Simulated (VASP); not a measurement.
A run of VASP 6.6.1 is set up as follows.

INCAR

```
SYSTEM = GaAs
  ALGO = Normal
  EDIFF = 1E-6
  ENCUT = 520
  GGA = PE
  ISIF = 2
  ISMEAR = 0
  LASPH = .True.
  LCHARG = .False.
  LREAL = .False.
  LWAVE = .False.
  NBANDS = 16
  NELM = 100
  PREC = Accurate
  SIGMA = 0.01
```

File KPOINTS:

```
k-points
0
Gamma
  6 6 6
  0 0 0
```

The input POSCAR:

```
GaAs
1.0
    0.0000000000      2.8330850955      2.8330850955
    2.8330850955      0.0000000000      2.8330850955
    2.8330850955      2.8330850955      0.0000000000
Ga As
1 1
Direct
    0.0000000000      0.0000000000      0.0000000000
    0.2500000000      0.2500000000      0.2500000000
```

Potentials or basis: VASP PAW PBE potentials, release 64 (Ga_d, As).

Command:

```sh
$ cat potpaw_PBE.64/Ga_d/POTCAR potpaw_PBE.64/As/POTCAR > POTCAR
$ mpirun -np 1 vasp_std > vasp.out
```

Q: Estimate the pressure.

A: 2.9 GPa.

Q: What does it give for the band gap on the k mesh?

A: 0.47 eV, direct.
